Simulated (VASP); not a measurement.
# GaSi62 (a cell with a defect) in VASP: single point with PBE

Aim: the single point of GaSi62 (a cell with a defect) with PBE.

Everything below comes from runs of VASP 6.6.1. Logs are shortened: lines on timing, memory, paths and dates and some standing lists are left out, and cuts for length are marked.

### 1 The cell of the first run

The cell holds a defect, 63 atoms: a = 10.860 Å, b = 10.860 Å, c = 10.860 Å, α = 90.00°, β = 90.00°, γ = 90.00°.

### 2 Single point, PBE, collinear spin, zero start

INCAR reads:

```
  PREC = Accurate
  ENCUT = 520
  EDIFF = 1E-6
  ISMEAR = -1
  SIGMA = 0.05
  LREAL = Auto
  LASPH = True
  NELM = 150
  ALGO = Normal
  ISIF = 2
  LWAVE = False
  LCHARG = False
  ISPIN = 2
  MAGMOM = 0 0 0 0 0 0 0 0 0 0 0 0 0 0 0 0 0 0 0 0 0 0 0 0 0 0 0 0 0 0 0 0 0 0 0 0 0 0 0 0 0 0 0 0 0 0 0 0 0 0 0 0 0 0 0 0 0 0 0 0 0 0 0
  LORBIT = 11
  GGA = PE
  NBANDS = 172
```

KPOINTS reads:

```
regular mesh
0
Gamma
  1 1 1
```

POSCAR reads:

```
GaSi62
1.0
   10.8600000000      0.0000000000      0.0000000000
    0.0000000000     10.8600000000      0.0000000000
    0.0000000000      0.0000000000     10.8600000000
Si Ga
62 1
Direct
    0.4998268877      0.0011274401      0.0010968692
    0.6262186924      0.1235439227      0.1277779006
    0.7480401473      0.2501621547      0.0007476980
    0.8750232044      0.3759539595      0.1235575506
    0.7517472376     -0.0020610497      0.2530793738
    0.8782998158      0.1165819521      0.3828465930
   -0.0002076427      0.0011546041      0.0002553407
    0.1264978821      0.1259881215      0.1251326888
    0.2486317680      0.2527581031     -0.0014803867
    0.3748230203      0.3749323204      0.1247008287
    0.4968571823      0.5012124309     -0.0015428177
    0.6238192449      0.6232094843      0.1249225599
    0.7489388582      0.7498546961     -0.0000655617
    0.8750118785      0.8747308471      0.1248401473
    0.2511361878      0.0012918048      0.2495634438
    0.3778489871      0.1235659300      0.3760829650
    0.4999981584      0.2497744015      0.2498883978
    0.6262811234      0.3717790055      0.3761511971
    0.7484154696      0.4986795580      0.2497577348
    0.8749848987      0.6239351750      0.3746564457
    0.5030509208     -0.0020572744      0.5016627072
    0.6326239411      0.1168196133      0.6281697974
    0.7517279006      0.2462245856      0.5016483425
    0.8749469613      0.3745384899      0.6248358195
    0.7618016575     -0.0123865562      0.7527025783
    0.8748746777      0.1251030387      0.8759876611
   -0.0034074586      0.5070651013     -0.0076455801
    0.1230010129      0.6266664825      0.1213881215
    0.2415624309      0.7532428177     -0.0084530387
    0.3731118785      0.8743111418      0.1230302947
   -0.0005714549      0.2481303867      0.2514389503
    0.1261356354      0.3748556169      0.3734638122
    0.2485950276      0.5011886740      0.2467800184
    0.3751484346      0.6230493554      0.3738077348
    0.5009624309      0.7499320442      0.2509126151
    0.6320549724      0.8715522099      0.3820384899
    0.0030475138     -0.0125848066      0.5119921731
    0.1262064457      0.1252104972      0.6247853591
    0.2508758748      0.2502348066      0.4979423573
    0.3734787293      0.3761140884      0.6250220994
    0.4999484346      0.4985733886      0.4984665746
    0.6247337017      0.6239566298      0.6249593002
    0.7612159300      0.7473930018      0.5112191529
    0.2503406077      0.0011867403      0.7497593923
    0.3753102210      0.1258758748      0.8765641805
    0.5013364641      0.2482855433      0.7494512891
    0.6235921731      0.3749054328      0.8760403315
    0.7490006446      0.4996365562      0.7495693370
    0.8723878453      0.6362391344      0.8631393186
   -0.0001858195      0.7499345304      0.2496545120
    0.1261449355      0.8746616022      0.3743673112
   -0.0003527624      0.4995633517      0.4988010129
    0.1128921731      0.6365019337      0.6220878453
    0.2500917127      0.7498126151      0.4987116022
    0.3748494475      0.8747064457      0.6249278085
   -0.0002449355      0.2497462247      0.7496437385
    0.1230125230      0.3779254144      0.8729116022
    0.2421318600      0.5073163904      0.7464486188
    0.3713558011      0.6266618785      0.8729175875
    0.4996537753      0.7499034991      0.7497313076
    0.6245639963      0.8745937385      0.8758883057
    0.1124154696      0.8780902394      0.8623987109
    0.9383549724      0.8136275322      0.6875600368
```

Potentials or basis: VASP PAW PBE potentials, release 64 (Si, Ga_d).

Command:

```
$ cat potpaw_PBE.64/Si/POTCAR potpaw_PBE.64/Ga_d/POTCAR > POTCAR
$ mpirun -np 1 vasp_gam > vasp.out
```

OUTCAR:

```text
PREC = Accurate
   ENCUT = 520
   EDIFF = 1E-6
   ISMEAR = -1
   LREAL = Auto
   LASPH = True
   NELM = 150
   ISIF = 2
   ISPIN = 2
   LORBIT = 11
   GGA = PE

 ion  position               nearest neighbor table
   1  0.500  0.001  0.001-  45 2.34  30 2.35   2 2.35  61 2.36
   2  0.626  0.124  0.128-  17 2.35   1 2.35   3 2.35   5 2.36
   3  0.748  0.250  0.001-  47 2.34   2 2.35   4 2.36  26 2.36
   4  0.875  0.376  0.124-  19 2.35   3 2.36  31 2.38  27 2.41
   5  0.752  0.998  0.253-  14 2.35  36 2.35   6 2.35   2 2.36
   6  0.878  0.117  0.383-   5 2.35  23 2.35  37 2.40  31 2.41
[... 54 lines left out ...]
  61  0.625  0.875  0.876-  13 2.34  25 2.35  60 2.36   1 2.36
  62  0.112  0.878  0.862-   7 2.35  44 2.35  29 2.40  63 2.77
  63  0.938  0.814  0.688-  62 2.77  37 2.77  25 2.78  53 2.79  49 2.80  43 2.81

  LATTYP: Found a simple cubic cell.
 ALAT       =    10.8600000000

  Lattice vectors:

 A1 = (  10.8600000000,   0.0000000000,   0.0000000000)
 A2 = (   0.0000000000,  10.8600000000,   0.0000000000)
 A3 = (   0.0000000000,   0.0000000000,  10.8600000000)

Analysis of symmetry for initial positions (statically):
=====================================================================
 Subroutine PRICEL returns:
 Original cell was already a primitive cell.

 Routine SETGRP: Setting up the symmetry group for a
 simple cubic supercell.

 Subroutine GETGRP returns: Found  1 space group operations
 (whereof  1 operations were pure point group operations)
 out of a pool of 48 trial point group operations.

The static configuration has the point symmetry C_1 .

Analysis of symmetry for dynamics (positions and initial velocities):
=====================================================================
 Subroutine PRICEL returns:
 Original cell was already a primitive cell.

 Routine SETGRP: Setting up the symmetry group for a
 simple cubic supercell.

 Subroutine GETGRP returns: Found  1 space group operations
 (whereof  1 operations were pure point group operations)
 out of a pool of 48 trial point group operations.

The dynamic configuration has the point symmetry C_1 .

Analysis of structural, dynamic, and magnetic symmetry:
=====================================================================
 Subroutine PRICEL returns:
 Original cell was already a primitive cell.

 Routine SETGRP: Setting up the symmetry group for a
 simple cubic supercell.

 Subroutine GETGRP returns: Found  1 space group operations
 (whereof  1 operations were pure point group operations)
 out of a pool of 48 trial point group operations.

The overall configuration has the point symmetry C_1 .

 Subroutine INISYM returns: Found  1 space group operations
 (whereof  1 operations are pure point group operations),
 and found     1 'primitive' translations

----------------------------------------------------------------------------------------

                                     Primitive cell

  volume of cell :    1280.8241

  direct lattice vectors                    reciprocal lattice vectors
    10.860000000  0.000000000  0.000000000     0.092081031  0.000000000  0.000000000
     0.000000000 10.860000000  0.000000000     0.000000000  0.092081031  0.000000000
     0.000000000  0.000000000 10.860000000     0.000000000  0.000000000  0.092081031

  length of vectors
    10.860000000 10.860000000 10.860000000     0.092081031  0.092081031  0.092081031

  position of ions in fractional coordinates (direct lattice)
     0.499826888  0.001127440  0.001096869
     0.626218692  0.123543923  0.127777901
     0.748040147  0.250162155  0.000747698
     0.875023204  0.375953960  0.123557551
     0.751747238  0.997938950  0.253079374
     0.878299816  0.116581952  0.382846593
[... 55 lines left out ...]
     0.112415470  0.878090239  0.862398711
     0.938354972  0.813627532  0.687560037

  ion indices of the primitive-cell ions
   primitive index   ion index
                 1           1
                 2           2
                 3           3
                 4           4
[... 100 lines left out ...]
   ICHARG =      2    charge: 1-file 2-atom 10-const
   ISPIN  =      2    spin polarized calculation?
   LNONCOLLINEAR =      F non collinear calculations
   LSORBIT =      F    spin-orbit coupling
   LASPH  =      T    aspherical Exc in radial PAW
   ENCUT  =  520.0 eV  38.22 Ry    6.18 a.u.  20.19 20.19 20.19*2*pi/ulx,y,z
   NELM   =    150;   NELMIN=  2; NELMDL= -5     # of ELM steps
   EDIFF  = 0.1E-05   stopping-criterion for ELM
   LREAL  =      T    real-space projection
   EDIFFG = 0.1E-04   stopping-criterion for IOM
   NSW    =      0    number of steps for IOM
[... 5 lines left out ...]
   TEBEG  =    0.0;   TEEND  =   0.0 temperature during run
   PSTRESS=    0.0 pullay stress
   NELECT =     261.0000    total number of electrons
   NUPDOWN=      -1.0000    fix difference up-down
   EMIN   =  10.00;   EMAX   =-10.00  energy-range for DOS
   EFERMI =   0.00;   METHOD = LEGACY
   ISMEAR =    -1;   SIGMA  =   0.05  broadening in eV -4-tet -1-fermi 0-gaus
   EFERMI_NEDOS =   21; number of points for ismear=-14 and -15
   IALGO  =     38    algorithm
   IMIX   =      4    mixing-type and parameters
     AMIX     =   0.40;   BMIX     =  1.00
     AMIX_MAG =   1.60;   BMIX_MAG =  1.00
  volume/ion in A,a.u.               =      20.33       137.20
  Fermi-wavevector in a.u.,A,eV,Ry     =   0.963367  1.820500 12.627245  0.928076
  Thomas-Fermi vector in A             =   2.092906
   LORBIT       =     11    0 simple, 1 ext, 2 COOP (PROOUT), +10 PAW based schemes
   GGA     = PE    functional components
   LHFCALC =     F    Hartree Fock is set to
   AEXX    =    0.0000 exact exchange contribution
   IVDW    =     0    specifies the selected vdW correction
   LEPSILON=     F    determine dielectric tensor
   LRPA    =     F    only Hartree local field effects (RPA)
 spin polarized calculation
  energy-cutoff  :      520.00
  volume of cell :     1280.82
 maximum number of plane-waves:     17229
 NGX is ok and might be reduce to    84
   NGX = 41   NGY = 41   NGZ = 41

 number of electron     260.9999994 magnetization      -0.0001234

 number of electron     260.9999994 magnetization       0.0000139

 Free energy of the ion-electron system (eV)
  ---------------------------------------------------
  ext. energy  EPLUGINS =         0.00000000
  ---------------------------------------------------
  free energy    TOTEN  =      -330.13076684 eV

  energy without entropy =     -329.99248043  energy(sigma->0) =     -330.06162363

 E-fermi :   6.2248     XC(G=0):  -9.3613

 val. band max:        5.5022907986   @ k =   0.0000   0.0000   0.0000
 cond. band min:       6.2887289460   @ k =   0.0000   0.0000   0.0000
 fundamental gap:      0.7864381475
 Fermi energy:         6.2247670198

 spin component 1

 k-point     1 :       0.0000    0.0000    0.0000
  band No.  band energies     occupation
      1      -8.8724      1.00000
      2      -8.8724      1.00000
      3      -8.8361      1.00000
      4      -8.8360      1.00000
      5      -8.8335      1.00000
      6      -6.1926      1.00000
[... 134 lines left out ...]
    141       6.8812      0.00000
    142       6.8929      0.00000
 Fermi energy:         6.2247670198

 spin component 2

 k-point     1 :       0.0000    0.0000    0.0000
  band No.  band energies     occupation
      1      -8.8724      1.00000
      2      -8.8724      1.00000
      3      -8.8361      1.00000
      4      -8.8360      1.00000
      5      -8.8335      1.00000
      6      -6.1926      1.00000
[... 134 lines left out ...]
    141       6.8812      0.00000
    142       6.8929      0.00000
 [bands above 142 left out]

------------------------ aborting loop because EDIFF is reached ----------------------------------------

  FORCE on cell =-STRESS in cart. coord.  units (eV):
  Direction    XX          YY          ZZ          XY          YZ          ZX
  --------------------------------------------------------------------------------------
  -------------------------------------------------------------------------------------
  Total       10.1983608     10.1890844     10.1996131      4.3754301      4.3500829     -4.3364890
  in kB       12.7570859     12.7454821     12.7586524      5.4732068      5.4415001     -5.4244955
  external PRESSURE =      12.7537401 kB  Pullay stress =       0.0000000 kB

 VOLUME and BASIS-vectors are now :
 -----------------------------------------------------------------------------
  energy-cutoff  :      520.00
  volume of cell :     1280.82
      direct lattice vectors                 reciprocal lattice vectors
    10.860000000  0.000000000  0.000000000     0.092081031  0.000000000  0.000000000
     0.000000000 10.860000000  0.000000000     0.000000000  0.092081031  0.000000000
     0.000000000  0.000000000 10.860000000     0.000000000  0.000000000  0.092081031

 POSITION                                       TOTAL-FORCE (eV/Angst)
 -----------------------------------------------------------------------------------
      5.42812      0.01224      0.01191        -0.000925     -0.000490     -0.002785
      6.80073      1.34169      1.38767        -0.001501      0.000132     -0.003187
      8.12372      2.71676      0.00812         0.008454     -0.003104      0.000443
      9.50275      4.08286      1.34183        -0.000707      0.004251     -0.004271
      8.16398     10.83762      2.74844        -0.001322     -0.002249      0.006079
      9.53834      1.26608      4.15771        -0.003409      0.003899     -0.005396
[... 55 lines left out ...]
      1.22083      9.53606      9.36565         0.017796     -0.000329      0.014582
     10.19054      8.83599      7.46690        -0.012817     -0.016842     -0.003395
 -----------------------------------------------------------------------------------
    total drift:                               -0.002233     -0.013662     -0.004322

  FREE ENERGIE OF THE ION-ELECTRON SYSTEM (eV)
  ---------------------------------------------------
  free  energy   TOTEN  =      -330.1307668407 eV

  energy  without entropy=     -329.9924804255  energy(sigma->0) =     -330.06162363

 total charge

# of ion       s       p       d       tot
------------------------------------------
    1        0.742   0.952   0.000   1.694
    2        0.740   0.955   0.000   1.694
    3        0.742   0.952   0.000   1.694
    4        0.746   0.929   0.000   1.676
    5        0.739   0.957   0.000   1.696
    6        0.743   0.927   0.000   1.671
[... 55 lines left out ...]
   62        0.768   0.876   0.000   1.644
   63        0.873   0.638   9.948  11.459
--------------------------------------------------
tot         47.010  59.053   9.948 116.011

 magnetization (x)

# of ion       s       p       d       tot
------------------------------------------
    1        0.000   0.000   0.000   0.000
    2        0.000   0.000   0.000   0.000
    3        0.000  -0.000   0.000  -0.000
    4        0.000   0.000   0.000   0.000
    5       -0.000  -0.000   0.000  -0.000
    6       -0.000   0.000   0.000   0.000
[... 55 lines left out ...]
   62       -0.000   0.000   0.000  -0.000
   63       -0.000   0.000   0.000   0.000
--------------------------------------------------
tot          0.000   0.000   0.000   0.000
```

It took 12 min on 1 thread of Oxide Virtual Turin-like, shared host; peak memory 1.4 GiB.

What came out:

```
Free energy                                           : -330.1308 eV
Pressure                                              : 1.3 GPa
Largest force                                         : 0.023 eV/Å
Band gap on the k mesh                                : 0.79 eV
Net moment                                            : 0.00 μB per cell
Valence electrons inside the program's atomic spheres : Si 1.69, 1.68, 1.70, 1.67, 1.64 (each value once); Ga 11.46
```

Forces on the atoms (eV/Å):
```
Si  -0.001  0.000 -0.003
Si  -0.002  0.000 -0.003
Si   0.008 -0.003  0.000
Si  -0.001  0.004 -0.004
Si  -0.001 -0.002  0.006
Si  -0.003  0.004 -0.005
Si  -0.007  0.000 -0.002
Si  -0.002  0.003 -0.002
Si   0.000 -0.002 -0.001
Si  -0.002  0.004  0.000
Si  -0.002  0.001 -0.002
Si   0.002  0.004 -0.001
Si  -0.007  0.000  0.005
Si  -0.001  0.002  0.003
Si  -0.001 -0.003  0.001
Si  -0.005  0.001 -0.001
Si   0.003 -0.010  0.000
Si   0.000  0.001  0.001
Si   0.003  0.006  0.001
Si   0.001 -0.009 -0.006
Si   0.006 -0.002 -0.002
Si  -0.005  0.004 -0.005
Si   0.002 -0.004  0.003
Si   0.000  0.003  0.001
Si  -0.002  0.014  0.000
Si   0.003  0.002  0.003
Si   0.004 -0.002  0.002
Si  -0.002 -0.001 -0.001
Si   0.008  0.001  0.008
Si  -0.002  0.001 -0.001
Si   0.001 -0.002  0.001
Si   0.002 -0.001  0.002
Si  -0.002  0.001 -0.002
Si  -0.001  0.006  0.000
Si   0.003 -0.001  0.003
Si  -0.001  0.007 -0.001
Si   0.001  0.016 -0.009
Si   0.003 -0.001  0.005
Si   0.002 -0.003  0.007
Si  -0.004  0.004  0.000
Si  -0.001  0.006  0.001
Si  -0.007 -0.011  0.003
Si   0.007  0.000  0.003
Si  -0.002 -0.002 -0.006
Si  -0.002  0.004 -0.004
Si   0.002 -0.002  0.001
Si   0.004 -0.001  0.002
Si  -0.010 -0.006 -0.004
Si   0.001  0.007  0.002
Si  -0.002 -0.001 -0.007
Si   0.005 -0.008 -0.001
Si  -0.005 -0.004 -0.007
Si   0.010  0.004  0.000
Si   0.004  0.001 -0.002
Si   0.003  0.003  0.000
Si  -0.002  0.000 -0.002
Si   0.000  0.001  0.002
Si   0.003 -0.004  0.002
Si  -0.001  0.000 -0.001
Si  -0.006 -0.002 -0.002
Si  -0.004 -0.008  0.007
Si   0.018  0.000  0.015
Ga  -0.013 -0.017 -0.003
```

Levels at points of the mesh, in eV from the valence-band top:
Spin up:
```tsv
k point	band 127	band 128	band 129	band 130	band 131	band 132	band 133	band 134
(0.00, 0.00, 0.00)	-0.40	-0.22	-0.22	0.00	0.79	0.79	0.91	0.91
```
Spin down:
```
           k point  band 127  band 128  band 129  band 130  band 131  band 132  band 133  band 134
(0.00, 0.00, 0.00)     -0.40     -0.22     -0.22      0.00      0.79      0.79      0.91      0.91
```

Caveat: the k points lie up to 0.58 Å⁻¹ apart; no moment was typed at the start, so none could form.
